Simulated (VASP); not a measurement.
# NaSi16C16 (a cell with a defect) (Na interstitial hop between voids) in VASP: notebook

NaSi16C16 (a cell with a defect) (Na interstitial hop between voids) is run at these levels: PBE; tasks: single point.

Everything below comes from runs of VASP 6.6.1. Logs are shortened: lines on timing, memory, paths and dates and some standing lists are left out, and cuts for length are marked.

## Step 1: The cell of the first run

The cell holds a defect, 33 atoms: a = 6.188 Å, b = 6.188 Å, c = 10.129 Å, α = 90.00°, β = 90.00°, γ = 120.00°.

## Step 2: Single point, PBE

Input file INCAR:

```
ALGO = Normal
EDIFF = 1E-6
ENCUT = 520
GGA = PE
ISIF = 2
ISMEAR = -1
LASPH = True
LCHARG = True
LELF = True
LREAL = Auto
LVHAR = True
LWAVE = False
NBANDS = 90
NELECT = 134.0
NELM = 100
PREC = Accurate
SIGMA = 0.01
```

Input file KPOINTS:

```
k-points
0
Gamma
  1 1 1
```

Input file POSCAR:

```
NaSi16C16
1.0
    6.1879230296      0.0000000560      0.0000000000
   -3.0939615633      5.3588985123      0.0000000000
    0.0000000000      0.0000000000     10.1287833600
Si C Na
16 16 1
Direct
    0.3430768292      0.1564456237      0.9479144708
    0.1666086489      0.3329051455      0.4377546764
   -0.0049719983     -0.0102885037      0.6822679732
   -0.0001974770     -0.0007017436      0.1901849380
    0.3430753641      0.6858450819      0.9479122586
    0.1661804572      0.8326888945      0.4371504213
   -0.0049668624      0.5045137911      0.6822694202
   -0.0001961554      0.4996994660      0.1901796107
    0.8136622172      0.1564312226      0.9479165078
    0.6668271316      0.3333460369      0.4371595810
    0.4999528528     -0.0004079520      0.6827784307
    0.4999385569     -0.0004160511      0.1998594728
    0.8332684332      0.6662339520      0.9377730452
    0.6668247300      0.8327018994      0.4371597107
    0.5097856732      0.5045102619      0.6822739357
    0.5002060156      0.4997117705      0.1901860232
    0.3377163288      0.1618258678      0.7470214083
    0.1666064292      0.3328976158      0.2483231186
   -0.0003553641     -0.0010372594      0.4978723918
    0.0000391175     -0.0002154000     -0.0001634992
    0.3377015986      0.6751235758      0.7470262178
    0.1650207224      0.8321035398      0.2497168229
   -0.0003584498      0.4998849795      0.4978737497
    0.0000436805      0.4994472325     -0.0001650316
    0.8244222101      0.1617928469      0.7469941212
    0.6674074465      0.3345060583      0.2497263035
    0.4999364202     -0.0004154837      0.4946875768
    0.4999323796     -0.0004272466      0.0124269916
    0.8332641230      0.6662237295      0.7475529916
    0.6674013066      0.8321244438      0.2497243838
    0.5005538834      0.4998911766      0.4978777086
    0.4997074368      0.4994683324     -0.0001611384
    0.1665908761      0.3329075721      0.8404401452
```

Potentials or basis: VASP PAW PBE potentials, release 64 (Si, C, Na_pv).

On the command line:

```
cat potpaw_PBE.64/Si/POTCAR potpaw_PBE.64/C/POTCAR potpaw_PBE.64/Na_pv/POTCAR > POTCAR
mpirun -np 1 vasp_gam > vasp.out
```

OUTCAR:

```text
EDIFF = 1E-6
   ENCUT = 520
   GGA = PE
   ISIF = 2
   ISMEAR = -1
   LASPH = True
   LREAL = Auto
   NELECT = 134.0
   NELM = 100
   PREC = Accurate

 ion  position               nearest neighbor table
   1  0.343  0.156  0.948-  28 1.80  32 1.91  20 1.91  17 2.04  33 2.18   9 2.91   5 2.91  12 3.06
                            16 3.07   4 3.07  13 3.10  13 3.10
   2  0.167  0.333  0.438-  19 1.89  23 1.89  31 1.89  18 1.92  16 3.08   4 3.08   8 3.08   7 3.08
                            15 3.08   3 3.08  14 3.09   6 3.09  10 3.09  10 3.09   6 3.09  14 3.09
   3  0.995  0.990  0.682-  29 1.86  19 1.87  25 1.95  17 1.95  33 2.44   7 3.00  15 3.00   6 3.04
                            14 3.04   2 3.08  11 3.09  11 3.09  13 3.11
   4  1.000  0.999  0.190-  30 1.88  22 1.88  18 1.88  20 1.93   9 3.07   1 3.07   6 3.07  14 3.07
                             2 3.08  16 3.09   8 3.09  12 3.10  12 3.10   8 3.10  16 3.10  13 3.12
   5  0.343  0.686  0.948-  28 1.80  32 1.91  24 1.91  21 2.04  33 2.18   9 2.91   1 2.91  12 3.06
                             8 3.07  16 3.07  13 3.10  13 3.10
   6  0.166  0.833  0.437-  27 1.88  23 1.89  19 1.89  22 1.90  12 3.00   3 3.04   7 3.04  11 3.06
                             4 3.07   8 3.07  10 3.09  14 3.09   2 3.09   2 3.09  14 3.10  10 3.10
   7  0.995  0.505  0.682-  29 1.86  23 1.87  21 1.95  25 1.95  33 2.44   3 3.00  15 3.00   6 3.04
                            10 3.04   2 3.08  11 3.09  11 3.09  13 3.11
   8  1.000  0.500  0.190-  26 1.88  22 1.88  18 1.88  24 1.93   9 3.07   5 3.07   6 3.07  10 3.07
                             2 3.08   4 3.09  16 3.09  12 3.10  12 3.10  16 3.10   4 3.10  13 3.12
   9  0.814  0.156  0.948-  28 1.80  24 1.91  20 1.91  25 2.04  33 2.18   5 2.91   1 2.91  12 3.06
[... 19 lines left out ...]
  21  0.338  0.675  0.747-  11 1.86   7 1.95  15 1.95   5 2.04  33 2.06
  22  0.165  0.832  0.250-  12 1.86   8 1.88   4 1.88   6 1.90
  23  1.000  0.500  0.498-   7 1.87   6 1.89  10 1.89   2 1.89
  24  0.000  0.499  1.000-  13 1.89   9 1.91   5 1.91   8 1.93  33 2.41
  25  0.824  0.162  0.747-  11 1.86   3 1.95   7 1.95   9 2.04  33 2.06
  26  0.667  0.335  0.250-  12 1.86   8 1.88  16 1.88  10 1.90
  27  0.500  1.000  0.495-  10 1.88   6 1.88  14 1.88  11 1.91
  28  0.500  1.000  0.012-   9 1.80   1 1.80   5 1.80  12 1.90
  29  0.833  0.666  0.748-  15 1.86   7 1.86   3 1.86  13 1.93
  30  0.667  0.832  0.250-  12 1.86   4 1.88  16 1.88  14 1.90
  31  0.501  0.500  0.498-  15 1.87  14 1.89  10 1.89   2 1.89
  32  0.500  0.499  1.000-  13 1.89   5 1.91   1 1.91  16 1.93  33 2.41
  33  0.167  0.333  0.840-  25 2.06  17 2.06  21 2.06   9 2.18   5 2.18   1 2.18  24 2.41  32 2.41
                            20 2.41   7 2.44  15 2.44   3 2.44

  LATTYP: Found a hexagonal cell.
 ALAT       =     6.1879230296
 C/A-ratio  =     1.6368631787

  Lattice vectors:

 A1 = (   6.1879230296,   0.0000000560,   0.0000000000)
 A2 = (  -3.0939615633,   5.3588985123,   0.0000000000)
 A3 = (   0.0000000000,   0.0000000000,  10.1287833600)

Analysis of symmetry for initial positions (statically):
=====================================================================
 Subroutine PRICEL returns:
 Original cell was already a primitive cell.

 Routine SETGRP: Setting up the symmetry group for a
 hexagonal supercell.

 Subroutine GETGRP returns: Found  1 space group operations
 (whereof  1 operations were pure point group operations)
 out of a pool of 24 trial point group operations.

The static configuration has the point symmetry C_1 .

Analysis of symmetry for dynamics (positions and initial velocities):
=====================================================================
 Subroutine PRICEL returns:
 Original cell was already a primitive cell.

 Routine SETGRP: Setting up the symmetry group for a
 hexagonal supercell.

 Subroutine GETGRP returns: Found  1 space group operations
 (whereof  1 operations were pure point group operations)
 out of a pool of 24 trial point group operations.

The dynamic configuration has the point symmetry C_1 .

 Subroutine INISYM returns: Found  1 space group operations
 (whereof  1 operations are pure point group operations),
 and found     1 'primitive' translations

----------------------------------------------------------------------------------------

                                     Primitive cell

  volume of cell :     335.8750

  direct lattice vectors                    reciprocal lattice vectors
     6.187923030  0.000000056  0.000000000     0.161605112  0.093302757  0.000000000
    -3.093961563  5.358898512  0.000000000    -0.000000002  0.186605511  0.000000000
[... 77 lines left out ...]

 KPOINTS: k-points

Automatic generation of k-mesh.
 Grid dimensions read from file:
 generate k-points for:    1    1    1

 Generating k-lattice:

  Cartesian coordinates                     Fractional coordinates (reciprocal lattice)
     0.161605112  0.093302757  0.000000000     1.000000000  0.000000000  0.000000000
    -0.000000002  0.186605511  0.000000000    -0.000000000  1.000000000  0.000000000
     0.000000000  0.000000000  0.098728541     0.000000000  0.000000000  1.000000000

  Length of vectors
     0.186605511  0.186605511  0.098728541

  Shift w.r.t. Gamma in fractional coordinates (k-lattice)
     0.000000000  0.000000000  0.000000000

 Subroutine IBZKPT returns following result:
 ===========================================

 Found      1 irreducible k-points:

 Following reciprocal coordinates:
            Coordinates               Weight
  0.000000  0.000000  0.000000      1.000000
   k-points           NKPTS =      1   k-points in BZ     NKDIM =      1   number of bands    NBANDS=     90
   number of dos      NEDOS =    301   number of ions     NIONS =     33
   total plane-waves  NPLWV = 184320
   dimension x,y,z NGX =    48 NGY =   48 NGZ =   80
   dimension x,y,z NGXF=    96 NGYF=   96 NGZF=  160
   ions per type =              16  16   1
   NGX,Y,Z   is equivalent  to a cutoff of  12.90, 12.90, 13.13 a.u.
   NGXF,Y,Z  is equivalent  to a cutoff of  25.79, 25.79, 26.26 a.u.
 SYSTEM =  unknown system
   PREC   = accura    normal or accurate (medium, high low for compatibility)
   ISTART =      0    job   : 0-new  1-cont  2-samecut
   ICHARG =      2    charge: 1-file 2-atom 10-const
   ISPIN  =      1    spin polarized calculation?
   LNONCOLLINEAR =      F non collinear calculations
   LSORBIT =      F    spin-orbit coupling
   LASPH  =      T    aspherical Exc in radial PAW
   ENCUT  =  520.0 eV  38.22 Ry    6.18 a.u.  11.51 11.51 18.83*2*pi/ulx,y,z
   NELM   =    100;   NELMIN=  2; NELMDL= -5     # of ELM steps
   EDIFF  = 0.1E-05   stopping-criterion for ELM
   LREAL  =      T    real-space projection
   EDIFFG = 0.1E-04   stopping-criterion for IOM
   NSW    =      0    number of steps for IOM
   IBRION =     -1    ionic relax: 0-MD 1-quasi-New 2-CG
   NFREE  =      0    steps in history (QN), initial steepest desc. (CG)
   ISIF   =      2    stress and relaxation
   ISYM   =      2    0-nonsym 1-usesym 2-fastsym
   POTIM  = 0.5000    time-step for ionic-motion
   TEBEG  =    0.0;   TEEND  =   0.0 temperature during run
   PSTRESS=    0.0 pullay stress
   NELECT =     134.0000    total number of electrons
   NUPDOWN=      -1.0000    fix difference up-down
   EMIN   =  10.00;   EMAX   =-10.00  energy-range for DOS
   EFERMI =   0.00;   METHOD = LEGACY
   ISMEAR =    -1;   SIGMA  =   0.01  broadening in eV -4-tet -1-fermi 0-gaus
   EFERMI_NEDOS =   21; number of points for ismear=-14 and -15
   IALGO  =     38    algorithm
   IMIX   =      4    mixing-type and parameters
     AMIX     =   0.40;   BMIX     =  1.00
     AMIX_MAG =   1.60;   BMIX_MAG =  1.00
  volume/ion in A,a.u.               =      10.18        68.68
  Fermi-wavevector in a.u.,A,eV,Ry     =   1.205176  2.277453 19.761775  1.452450
  Thomas-Fermi vector in A             =   2.340880
   LORBIT       =      0    0 simple, 1 ext, 2 COOP (PROOUT), +10 PAW based schemes
   GGA     = PE    functional components
   LHFCALC =     F    Hartree Fock is set to
   AEXX    =    0.0000 exact exchange contribution
   IVDW    =     0    specifies the selected vdW correction
   LEPSILON=     F    determine dielectric tensor
   LRPA    =     F    only Hartree local field effects (RPA)
 non-spin polarized calculation
  energy-cutoff  :      520.00
  volume of cell :      335.88
 maximum number of plane-waves:      4519
 NGX is ok and might be reduce to    48
   NGX = 23   NGY = 23   NGZ = 37

 number of electron     133.9999997 magnetization

 Free energy of the ion-electron system (eV)
  ---------------------------------------------------
  ext. energy  EPLUGINS =         0.00000000
  ---------------------------------------------------
  free energy    TOTEN  =      -225.83163562 eV

  energy without entropy =     -225.83163562  energy(sigma->0) =     -225.83163562

 E-fermi :   8.9266     XC(G=0): -11.3174

 val. band max:        8.5863702231   @ k =   0.0000   0.0000   0.0000
 cond. band min:      10.3363234339   @ k =   0.0000   0.0000   0.0000
 fundamental gap:      1.7499532108
 Fermi energy:         8.9266331002

 k-point     1 :       0.0000    0.0000    0.0000
  band No.  band energies     occupation
      1     -15.6533      2.00000
      2     -15.6533      2.00000
      3     -15.6353      2.00000
      4      -7.0148      2.00000
      5      -5.9387      2.00000
      6      -5.6750      2.00000
[... 71 lines left out ...]
     78      12.7756      0.00000
     79      12.8733      0.00000
 [bands above 79 left out]

------------------------ aborting loop because EDIFF is reached ----------------------------------------

  FORCE on cell =-STRESS in cart. coord.  units (eV):
  Direction    XX          YY          ZZ          XY          YZ          ZX
  --------------------------------------------------------------------------------------
  -------------------------------------------------------------------------------------
  Total       23.8581401     23.8663180    -12.3413879      0.0049615      0.0039283     -0.0020765
  in kB      113.8071238    113.8461336    -58.8703834      0.0236671      0.0187386     -0.0099050
  external PRESSURE =      56.2609580 kB  Pullay stress =       0.0000000 kB

 VOLUME and BASIS-vectors are now :
 -----------------------------------------------------------------------------
  energy-cutoff  :      520.00
  volume of cell :      335.88
      direct lattice vectors                 reciprocal lattice vectors
     6.187923030  0.000000056  0.000000000     0.161605112  0.093302757  0.000000000
    -3.093961563  5.358898512  0.000000000    -0.000000002  0.186605511  0.000000000
     0.000000000  0.000000000 10.128783360     0.000000000  0.000000000  0.098728541

 POSITION                                       TOTAL-FORCE (eV/Angst)
 -----------------------------------------------------------------------------------
      1.63890      0.83838      9.60122         0.030199     -0.020173      0.022325
      0.00097      1.78400      4.43392         0.000278     -0.000409      0.005039
      3.09503      5.30376      6.91054        -0.000697     -0.007249     -0.003821
      3.09491      5.35514      1.92634         0.000235     -0.003377     -0.002698
      0.00095      3.67537      9.60120        -0.000648      0.033794      0.022910
     -1.54800      4.46230      4.42780        -0.001439     -0.000694      0.004529
[... 25 lines left out ...]
      1.54682      2.67660     10.12715         0.011372      0.005487      0.000953
      0.00085      1.78402      8.51264         0.001097     -0.001422      0.031815
 -----------------------------------------------------------------------------------
    total drift:                               -0.010939      0.039022      0.051806

  FREE ENERGIE OF THE ION-ELECTRON SYSTEM (eV)
  ---------------------------------------------------
  free  energy   TOTEN  =      -225.8316356197 eV

  energy  without entropy=     -225.8316356197  energy(sigma->0) =     -225.83163562
```

Wall time 93 s (1 thread of AMD EPYC 7R13 (Zen 3), shared host); peak memory 0.37 GiB.

Results:

- Free energy: -225.8316 eV
- Largest force: 0.062 eV/Å

Forces in eV/Å, atoms in the order of the input:
```
Si   0.030 -0.020  0.022
Si   0.000  0.000  0.005
Si  -0.001 -0.007 -0.004
Si   0.000 -0.003 -0.003
Si  -0.001  0.034  0.023
Si  -0.001 -0.001  0.005
Si  -0.007  0.001 -0.005
Si   0.000 -0.001 -0.003
Si  -0.030 -0.020  0.021
Si   0.000  0.001  0.003
Si  -0.001 -0.001 -0.001
Si   0.001 -0.001 -0.010
Si   0.000 -0.001  0.003
Si   0.001 -0.001  0.004
Si   0.007  0.002 -0.005
Si   0.002  0.000 -0.003
C    0.045 -0.024 -0.032
C   -0.002  0.007  0.001
C    0.002  0.004  0.007
C    0.000 -0.010  0.004
C   -0.001  0.052 -0.034
C    0.005  0.003 -0.008
C    0.002 -0.001  0.010
C   -0.012  0.008  0.001
C   -0.046 -0.021 -0.031
C   -0.002 -0.010 -0.009
C    0.000  0.001  0.009
C    0.000  0.002 -0.009
C   -0.001  0.003  0.006
C   -0.003  0.003 -0.008
C   -0.001 -0.003  0.011
C    0.011  0.005  0.001
Na   0.001 -0.001  0.032
```

Caveat: the k points lie up to 1.17 Å⁻¹ apart; the cell carries a net charge on a neutralising background, which shifts energy and pressure; the cell is charged against a uniform background, so pressure and absolute levels hang on convention.

## Step 3: Single point, PBE

Input file INCAR:

```
SYSTEM = NaSi16C16
PREC = Accurate
ENCUT = 520
EDIFF = 1E-6
ISMEAR = -1
SIGMA = 0.01
LREAL = Auto
LASPH = .True.
NELM = 100
ALGO = Normal
ISIF = 2
LWAVE = .False.
LCHARG = .False.
GGA = PE
NELECT = 134.0
NBANDS = 90
```

Input file KPOINTS:

```
regular mesh
0
Gamma
  1 1 1
  0 0 0
```

Input file POSCAR:

```
NaSi16C16
1.0
    6.1879230300      0.0000000600      0.0000000000
   -3.0939615600      5.3588985100      0.0000000000
    0.0000000000      0.0000000000     10.1287833600
Si C Na
16 16 1
Direct
    0.3340180958      0.1675163309      0.9377378582
    0.1675799376      0.3339726439      0.4370607816
    0.0106277948      0.0058204869      0.6821840772
    0.0009358876      0.0009633973      0.1901088751
    0.3144314329      0.6577189257      0.9477803197
    0.1676028424      0.8346238946      0.4370389930
    0.0007199876      0.5008988728      0.6826507958
    0.0006817672      0.5008548850      0.1998029903
    0.8438584124      0.1871516470      0.9478040292
    0.6669438813      0.3339689517      0.4370404266
    0.4957635974      0.0058694796      0.6821790595
    0.5005557049      0.0009746430      0.1900707663
    0.8437974578      0.6577033416      0.9478013045
    0.6673724811      0.8342091706      0.4376420684
    0.4957475752      0.4909879537      0.6821633698
    0.5005533737      0.5005948593      0.1901200854
    0.3340640496      0.1675773674      0.7475139651
    0.1681187814      0.3333660721      0.2496270308
    0.0013148853      0.0011447259      0.4977916102
    0.0004605500      0.0007615162     -0.0002457981
    0.3252032191      0.6631505194      0.7469061036
    0.1681648463      0.8357774313      0.2496157763
    0.0006980846      0.5008676634      0.4945904388
    0.0007162858      0.5008965008      0.0123436326
    0.8385319617      0.1764261525      0.7469230228
    0.6657557869      0.3333747620      0.2496143260
    0.5003962976      0.0011740992      0.4977955573
    0.5008374479      0.0007771418     -0.0002656525
    0.8384586254      0.6630732363      0.7469360076
    0.6673370338      0.8341919919      0.2482238899
    0.5004008239      0.5002474286      0.4977774407
    0.5007946721      0.5010995524     -0.0002355610
   -0.3325949860     -0.1657656068      0.8403088152
```

Potentials or basis: VASP PAW PBE potentials, release 64 (Si, C, Na_pv).

On the command line:

```
cat potpaw_PBE.64/Si/POTCAR potpaw_PBE.64/C/POTCAR potpaw_PBE.64/Na_pv/POTCAR > POTCAR
mpirun -np 1 vasp_gam > vasp.out
```

Run time: 87 s. Hardware: 1 thread of AMD EPYC 7R13 (Zen 3), shared host; peak memory 0.38 GiB.

Results (log left out):

| Item | Value |
| --- | --- |
| Free energy | -225.8314 eV |
| Largest force | 0.064 eV/Å |

Forces on the atoms (eV/Å):
```
Si   0.000  0.005 -0.001
Si   0.002 -0.002  0.005
Si   0.001  0.003 -0.003
Si   0.002  0.006 -0.008
Si  -0.033 -0.013  0.029
Si  -0.002  0.003  0.010
Si   0.002 -0.002  0.008
Si   0.002  0.000 -0.023
Si   0.000  0.043  0.026
Si  -0.004  0.000  0.008
Si   0.005  0.001 -0.001
Si  -0.001  0.005 -0.004
Si   0.035 -0.015  0.027
Si   0.000 -0.001  0.013
Si   0.002  0.002 -0.001
Si  -0.001 -0.001 -0.010
C   -0.001 -0.002  0.003
C   -0.004  0.003 -0.005
C   -0.002  0.001  0.000
C    0.010 -0.002  0.001
C   -0.044 -0.029 -0.035
C    0.000 -0.005 -0.003
C    0.002  0.004  0.004
C   -0.001 -0.008 -0.011
C   -0.004  0.053 -0.036
C    0.008  0.005 -0.005
C   -0.002  0.000  0.001
C   -0.014 -0.003  0.001
C    0.043 -0.027 -0.035
C    0.003 -0.007  0.006
C   -0.001  0.000  0.005
C   -0.001 -0.018  0.000
Na  -0.002  0.001  0.035
```

Levels at points of the mesh, in eV from the Fermi level:
| k point | band 63 | band 64 | band 65 | band 66 | band 67 | band 68 | band 69 | band 70 | band 71 | band 72 |
| --- | --- | --- | --- | --- | --- | --- | --- | --- | --- | --- |
| (0.00, 0.00, 0.00) | -0.92 | -0.92 | -0.34 | -0.34 | -0.24 | 1.51 | 1.51 | 1.76 | 1.76 | 1.81 |

Caveat: the k points lie up to 1.17 Å⁻¹ apart; the cell carries a net charge on a neutralising background, which shifts energy and pressure; the cell is charged against a uniform background, so pressure and absolute levels hang on convention.
